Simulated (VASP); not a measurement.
# BN (P6_3/mmc) in VASP: notebook, part 2 of 2

VASP 6.6.1. The steps go on from the part before.

### Step 4. Electric field gradients, LDA

INCAR

```
PREC = Accurate
ENCUT = 520
EDIFF = 1E-8
ISMEAR = -1
SIGMA = 0.02
LREAL = False
LASPH = True
NELM = 100
ALGO = Normal
ISIF = 2
LWAVE = False
LCHARG = False
LEFG = True
NBANDS = 16
```

KPOINTS

```
regular mesh
0
Gamma
  14 14 4
```

POSCAR

```
BN
1.0
    2.5016395345      0.0000000000      0.0000000000
   -1.2508197673      2.1664833880      0.0000000000
    0.0000000000      0.0000000000      7.3693201700
B N
2 2
Direct
    0.6666666667      0.3333333333      0.7500000000
    0.3333333333      0.6666666667      0.2500000000
    0.0000000000      0.0000000000      0.7500000000
    0.0000000000      0.0000000000      0.2500000000
```

Potentials or basis: VASP PAW LDA potentials, release 64 (B, N).

Started as:

```
$ cat potpaw_LDA.64/B/POTCAR potpaw_LDA.64/N/POTCAR > POTCAR
$ mpirun -np 1 vasp_std > vasp.out
```

OUTCAR:

```text
PREC = Accurate
   ENCUT = 520
   EDIFF = 1E-8
   ISMEAR = -1
   LREAL = False
   LASPH = True
   NELM = 100
   ISIF = 2

 ion  position               nearest neighbor table
   1  0.667  0.333  0.750-   3 1.44   3 1.44   3 1.44
   2  0.333  0.667  0.250-   4 1.44   4 1.44   4 1.44
   3  0.000  0.000  0.750-   1 1.44   1 1.44   1 1.44
   4  0.000  0.000  0.250-   2 1.44   2 1.44   2 1.44

  LATTYP: Found a hexagonal cell.
 ALAT       =     2.5016395345
 C/A-ratio  =     2.9457961742

  Lattice vectors:

 A1 = (   2.5016395345,   0.0000000000,   0.0000000000)
 A2 = (  -1.2508197673,   2.1664833880,   0.0000000000)
 A3 = (   0.0000000000,   0.0000000000,   7.3693201700)

Analysis of symmetry for initial positions (statically):
=====================================================================
 Subroutine PRICEL returns:
 Original cell was already a primitive cell.

 Routine SETGRP: Setting up the symmetry group for a
 hexagonal supercell.

 Subroutine GETGRP returns: Found 24 space group operations
 (whereof 12 operations were pure point group operations)
 out of a pool of 24 trial point group operations.

The static configuration has the point symmetry D_3d.
 The point group associated with its full space group is D_6h.

Analysis of symmetry for dynamics (positions and initial velocities):
=====================================================================
 Subroutine PRICEL returns:
 Original cell was already a primitive cell.

 Routine SETGRP: Setting up the symmetry group for a
 hexagonal supercell.
[... 622 lines left out ...]

------------------------ aborting loop because EDIFF is reached ----------------------------------------

  FORCE on cell =-STRESS in cart. coord.  units (eV):
  Direction    XX          YY          ZZ          XY          YZ          ZX
  --------------------------------------------------------------------------------------
  -------------------------------------------------------------------------------------
  Total       -1.1991338     -1.1991338     -0.1782860      0.0000000      0.0000000      0.0000000
  in kB      -48.1028383    -48.1028383     -7.1518803      0.0000000      0.0000000      0.0000000
  external PRESSURE =     -34.4525190 kB  Pullay stress =       0.0000000 kB

 VOLUME and BASIS-vectors are now :
 -----------------------------------------------------------------------------
  energy-cutoff  :      520.00
  volume of cell :       39.94
      direct lattice vectors                 reciprocal lattice vectors
     2.501639535  0.000000000  0.000000000     0.399737846  0.230788753  0.000000000
    -1.250819767  2.166483388  0.000000000     0.000000000  0.461577506  0.000000000
     0.000000000  0.000000000  7.369320170     0.000000000  0.000000000  0.135697727

 POSITION                                       TOTAL-FORCE (eV/Angst)
 -----------------------------------------------------------------------------------
      1.25082      0.72216      5.52699         0.000000      0.000000      0.000000
     -0.00000      1.44432      1.84233        -0.000000     -0.000000      0.000000
      0.00000      0.00000      5.52699        -0.000000      0.000000      0.000000
      0.00000      0.00000      1.84233        -0.000000      0.000000      0.000000
 -----------------------------------------------------------------------------------
    total drift:                               -0.000000      0.000000     -0.000000

  FREE ENERGIE OF THE ION-ELECTRON SYSTEM (eV)
  ---------------------------------------------------
  free  energy   TOTEN  =       -38.5264952513 eV

  energy  without entropy=      -38.5264952513  energy(sigma->0) =      -38.52649525

 Electric field gradients (V/A^2)
---------------------------------------------------------------------
 ion       V_xx      V_yy      V_zz      V_xy      V_xz      V_yz
---------------------------------------------------------------------
   1     -17.404   -17.404    34.808     0.000    -0.000     0.000
   2     -17.404   -17.404    34.808     0.000     0.000    -0.000
   3      -3.683    -3.683     7.366    -0.000     0.000    -0.000
   4      -3.683    -3.683     7.366    -0.000    -0.000     0.000
---------------------------------------------------------------------

 Electric field gradients after diagonalization (V/A^2)
 (convention: |V_zz| > |V_xx| > |V_yy|)
----------------------------------------------------------------------
 ion       V_xx      V_yy      V_zz     asymmetry (V_yy - V_xx)/ V_zz
----------------------------------------------------------------------
   1     -17.404   -17.404    34.808       0.000
   2     -17.404   -17.404    34.808       0.000
   3      -3.683    -3.683     7.366       0.000
   4      -3.683    -3.683     7.366       0.000
----------------------------------------------------------------------

           NMR quadrupolar parameters

 Cq : quadrupolar parameter    Cq=e*Q*V_zz/h
 eta: asymmetry parameters     (V_yy - V_xx)/ V_zz
 Q  : nuclear electric quadrupole moment in mb (millibarn)
----------------------------------------------------------------------
 ion       Cq(MHz)       eta       Q (mb)
----------------------------------------------------------------------
   1       0.084       0.000       1.000
   2       0.084       0.000       1.000
   3       0.018       0.000       1.000
   4       0.018       0.000       1.000
----------------------------------------------------------------------
```

OSZICAR:

```text
N       E                     dE             d eps       ncg     rms          rms(c)
DAV:   1     0.459787249468E+02    0.45979E+02   -0.78558E+03  2312   0.913E+02
DAV:   2    -0.394127504571E+02   -0.85391E+02   -0.77638E+02  3264   0.208E+02
DAV:   3    -0.426255884817E+02   -0.32128E+01   -0.31971E+01  2984   0.399E+01
DAV:   4    -0.426467221546E+02   -0.21134E-01   -0.21130E-01  2832   0.366E+00
DAV:   5    -0.426469537180E+02   -0.23156E-03   -0.23156E-03  2912   0.363E-01    0.111E+01
DAV:   6    -0.390393325616E+02    0.36076E+01   -0.60035E+00  2752   0.182E+01    0.482E+00
DAV:   7    -0.386615505856E+02    0.37778E+00   -0.52888E-01  3104   0.480E+00    0.300E+00
DAV:   8    -0.385316181121E+02    0.12993E+00   -0.30976E-01  2992   0.365E+00    0.490E-01
DAV:   9    -0.385263562735E+02    0.52618E-02   -0.17699E-02  2656   0.994E-01    0.190E-01
DAV:  10    -0.385264620185E+02   -0.10575E-03   -0.81381E-04  2976   0.217E-01    0.269E-02
DAV:  11    -0.385264939495E+02   -0.31931E-04   -0.28942E-05  2752   0.415E-02    0.208E-02
DAV:  12    -0.385264952463E+02   -0.12968E-05   -0.78611E-06  2704   0.191E-02    0.153E-03
DAV:  13    -0.385264952458E+02    0.42792E-09   -0.36335E-07  3048   0.404E-03    0.854E-04
DAV:  14    -0.385264952513E+02   -0.54404E-08   -0.16521E-08  2616   0.851E-04
   1 F= -.38526495E+02 E0= -.38526495E+02  d E =-.145979E-10
```

stdout:

```text
POSCAR found type information on POSCAR B N
 POSCAR found :  2 types and       4 ions
 scaLAPACK will be used
 LDA part: xc-table for (Slater(with rela. corr.)+CA(PZ))
 , standard interpolation
 POSCAR, INCAR and KPOINTS ok, starting setup
 FFT: planning ... GRIDC
 FFT: planning ... GRID_SOFT
 FFT: planning ... GRID
 WAVECAR not read
 entering main loop
ion   1

ion   2

ion   3

ion   4
```

Wall time 62 s (1 thread of Intel Xeon Platinum 8259CL at 2.50GHz (Skylake/Cascade Lake), shared host); peak memory 0.16 GiB.

Results:

- Free energy: -38.5265 eV
- Pressure: -3.4 GPa
- Band gap on the k mesh: 3.70 eV, indirect (least direct gap 4.13 eV)

Stress tensor (GPa, compression positive):
```
-4.81  0.00  0.00
 0.00 -4.81  0.00
 0.00  0.00 -0.72
```

Electric field gradients, principal values (V/Å²):
| atom | least | middle | greatest (by size) |
| --- | --- | --- | --- |
| 1 B | -17.404 | -17.404 | 34.808 |
| 2 B | -17.404 | -17.404 | 34.808 |
| 3 N | -3.683 | -3.683 | 7.366 |
| 4 N | -3.683 | -3.683 | 7.366 |

Caveat: without QUAD_EFG the Cq values of the log hold for a quadrupole moment of 1 mb, not for the nuclei.

### Step 5. Electric field gradients, r2SCAN

POSCAR is that of step 4.

INCAR.step1

```
SYSTEM = BN
PREC     = Accurate       ! precision mode
ENCUT    = 520            ! plane-wave cutoff, eV
ISMEAR   = -1             ! smearing method
SIGMA    = 0.02           ! smearing width, eV
LREAL    = .FALSE.        ! projectors in reciprocal space
LASPH    = .TRUE.         ! aspherical terms in the spheres
NELM     = 80             ! most SCF steps
NBANDS   = 16             ! bands
GGA      = PE             ! functional
ALGO     = Normal         ! electronic algorithm
EDIFF    = 1E-4           ! SCF threshold, eV
LWAVE    = .TRUE.         ! write WAVECAR
LCHARG   = .FALSE.        ! write CHGCAR
```

INCAR.step2

```
SYSTEM = BN
PREC     = Accurate       ! precision mode
ENCUT    = 520            ! plane-wave cutoff, eV
EDIFF    = 1E-8           ! SCF threshold, eV
ISMEAR   = -1             ! smearing method
SIGMA    = 0.02           ! smearing width, eV
LREAL    = .FALSE.        ! projectors in reciprocal space
LASPH    = .TRUE.         ! aspherical terms in the spheres
NELM     = 80             ! most SCF steps
ALGO     = Normal         ! electronic algorithm
ISIF     = 2              ! what is computed and relaxed
LWAVE    = .FALSE.        ! write WAVECAR
LCHARG   = .FALSE.        ! write CHGCAR
METAGGA  = R2SCAN         ! meta-GGA
LMIXTAU  = .TRUE.       
LEFG     = .TRUE.       
NBANDS   = 16             ! bands
ISTART   = 1
```

KPOINTS

```
Automatic mesh
0
G
  14 14 4
  0 0 0
```

Potentials or basis: VASP PAW PBE potentials, release 64 (B, N).

Started as:

```
$ cat potpaw_PBE.64/B/POTCAR potpaw_PBE.64/N/POTCAR > POTCAR
$ cp INCAR.step1 INCAR
$ mpirun -np 1 vasp_std > vasp.out
$ cp INCAR.step2 INCAR
$ mpirun -np 1 vasp_std > vasp.out
```

OUTCAR:

```text
SYSTEM = BN
   PREC = Accurate
   ENCUT = 520
   EDIFF = 1E-8
   ISMEAR = -1
   LREAL = .FALSE.
   LASPH = .TRUE.
   NELM = 80
   ISIF = 2
   METAGGA = R2SCAN
   ISTART = 1

 ion  position               nearest neighbor table
   1  0.667  0.333  0.750-   3 1.44   3 1.44   3 1.44
   2  0.333  0.667  0.250-   4 1.44   4 1.44   4 1.44
   3  0.000  0.000  0.750-   1 1.44   1 1.44   1 1.44
   4  0.000  0.000  0.250-   2 1.44   2 1.44   2 1.44

  LATTYP: Found a hexagonal cell.
 ALAT       =     2.5016395345
 C/A-ratio  =     2.9457961742

  Lattice vectors:

 A1 = (   2.5016395345,   0.0000000000,   0.0000000000)
 A2 = (  -1.2508197673,   2.1664833880,   0.0000000000)
 A3 = (   0.0000000000,   0.0000000000,   7.3693201700)

Analysis of symmetry for initial positions (statically):
=====================================================================
 Subroutine PRICEL returns:
[... 663 lines left out ...]
      1.25082      0.72216      5.52699         0.000000      0.000000     -0.000000
     -0.00000      1.44432      1.84233        -0.000000      0.000000      0.000000
      0.00000      0.00000      5.52699         0.000000     -0.000000      0.000000
      0.00000      0.00000      1.84233         0.000000      0.000000      0.000000
 -----------------------------------------------------------------------------------
    total drift:                               -0.000000      0.000000      0.000000

  FREE ENERGIE OF THE ION-ELECTRON SYSTEM (eV)
  ---------------------------------------------------
  free  energy   TOTEN  =       -38.5653344029 eV

  energy  without entropy=      -38.5653344029  energy(sigma->0) =      -38.56533440

 Electric field gradients (V/A^2)
---------------------------------------------------------------------
 ion       V_xx      V_yy      V_zz      V_xy      V_xz      V_yz
---------------------------------------------------------------------
   1     -18.706   -18.706    37.412    -0.000    -0.000     0.000
   2     -18.706   -18.706    37.412    -0.000     0.000    -0.000
   3      -1.044    -1.043     2.088     0.001     0.000    -0.000
   4      -1.044    -1.043     2.088     0.001    -0.000     0.000
---------------------------------------------------------------------

 Electric field gradients after diagonalization (V/A^2)
 (convention: |V_zz| > |V_xx| > |V_yy|)
----------------------------------------------------------------------
 ion       V_xx      V_yy      V_zz     asymmetry (V_yy - V_xx)/ V_zz
----------------------------------------------------------------------
   1     -18.706   -18.706    37.412       0.000
   2     -18.706   -18.706    37.412       0.000
   3      -1.045    -1.043     2.088       0.001
   4      -1.045    -1.043     2.088       0.001
----------------------------------------------------------------------

           NMR quadrupolar parameters

 Cq : quadrupolar parameter    Cq=e*Q*V_zz/h
 eta: asymmetry parameters     (V_yy - V_xx)/ V_zz
 Q  : nuclear electric quadrupole moment in mb (millibarn)
----------------------------------------------------------------------
 ion       Cq(MHz)       eta       Q (mb)
----------------------------------------------------------------------
   1       0.090       0.000       1.000
   2       0.090       0.000       1.000
   3       0.005       0.001       1.000
   4       0.005       0.001       1.000
----------------------------------------------------------------------
```

Run time: 5.3 min. Hardware: 1 thread of Intel Xeon Platinum 8259CL at 2.50GHz (Skylake/Cascade Lake), shared host; peak memory 0.18 GiB.

What came out:

| Property | Result |
| --- | --- |
| Free energy | -38.5653 eV |
| Pressure | 0.0 GPa |
| Band gap on the k mesh | 4.41 eV, indirect (least direct gap 4.93 eV) |

Stress tensor (GPa, compression positive):
```
 0.01  0.00  0.00
 0.00  0.01  0.00
 0.00  0.00 -0.10
```

Levels at points of the mesh, in eV from the valence-band top:
```tsv
k point	band 5	band 6	band 7	band 8	band 9	band 10	band 11	band 12
(0.00, 0.00, 0.00)	-1.59	-1.59	-1.57	-1.57	4.77	9.35	12.11	12.11
(0.50, 0.00, 0.00)	-4.52	-4.50	-1.46	-0.80	4.41	6.13	9.88	10.54
(0.00, 0.00, 0.50)	-1.58	-1.58	-1.58	-1.58	6.68	6.68	12.15	12.15
(0.50, 0.00, 0.50)	-4.51	-4.51	-1.14	-1.14	5.13	5.13	10.26	10.26
```

Electric field gradients, principal values (V/Å²):
| atom | least | middle | greatest (by size) |
| --- | --- | --- | --- |
| 1 B | -18.706 | -18.706 | 37.412 |
| 2 B | -18.706 | -18.706 | 37.412 |
| 3 N | -1.043 | -1.045 | 2.088 |
| 4 N | -1.043 | -1.045 | 2.088 |

Caveat: without QUAD_EFG the Cq values of the log hold for a quadrupole moment of 1 mb, not for the nuclei; the PAW data sets were made with another functional, which shifts forces and pressure a little.
